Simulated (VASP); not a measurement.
Wanted: the native input for a VASP 6.6.1 run.

* Task: single point
* Functional: PBE
* Potentials or basis: VASP PAW PBE potentials, release 64 (Sc_sv, Al)
* Cutoff: 520 eV
* k mesh: 1 × 1 × 1, shifted
* Occupations: fermi-dirac, width 0.1293 eV
* Spin: no spin polarisation
* Dipole correction: no
* Further INCAR settings: LREAL = Auto; ALGO = Normal; EDIFF = 1e-06; NBANDS = 54; ISYM = 0

The structure of ScAl3 lies in POSCAR:

```
ScAl3
1.0
    7.0248240000      0.2007760000     -0.0094590000
    0.2007760000      6.6358760000      0.3234210000
   -0.0094590000      0.3234210000      6.6710660000
Sc Al
4 12
Direct
    0.4768024083      0.0887258044      0.5386418431
    0.8232770876      0.2698227926      0.2353932671
    0.8078926531      0.8361196133      0.8011893774
    0.4581388014      0.5724736343      0.0322881740
    0.1467084369      0.3720456328      0.8485867693
   -0.0219272836      0.4889023737      0.5135379106
    0.2416311111      0.2880262447      0.2402776187
    1.1518847560      0.9280896153      0.0073791814
    0.5069436626      0.0723472137      0.0559881392
    0.0035325761      1.1097056262      0.6090476861
    0.0246550940      0.5905473756      0.1486875995
    0.7333158001      0.2859118153      0.8544944015
    0.6829060675      0.7555836848      0.2716991524
    0.2034463904      0.7216985682      0.6849389478
    0.5920051426      0.5335969506      0.5850930447
    0.3340607036      0.8440268358      0.3035183398
```

One way to write it, as run:

INCAR

```
SYSTEM = ScAl3
  PREC = Accurate
  ENCUT = 520
  EDIFF = 1E-6
  ISMEAR = -1
  SIGMA = 0.1293
  LREAL = Auto
  LASPH = .True.
  NELM = 60
  ALGO = Normal
  ISIF = 2
  LWAVE = .False.
  LCHARG = .False.
  GGA = PE
  NBANDS = 54
  ISYM = 0
```

KPOINTS

```
Automatic mesh
0
Gamma
  1 1 1
  0.25 0.25 0.25
```

Potentials or basis: VASP PAW PBE potentials, release 64 (Sc_sv, Al).

Command:

```sh
$ cat potpaw_PBE.64/Sc_sv/POTCAR potpaw_PBE.64/Al/POTCAR > POTCAR
$ mpirun -np 1 vasp_std > vasp.out
```

It gave:

| Property | Result |
| --- | --- |
| Pressure | 4.6 GPa |
| Largest force | 2.902 eV/Å |
| Band gap on the k mesh | 0.10 eV |

Caveat: the k points lie up to 0.95 Å⁻¹ apart.

Wall time 29 s on 1 thread of Intel(R) Xeon(R) Platinum 8559C (Emerald Rapids), with other jobs on the host, peak memory 0.32 GiB.
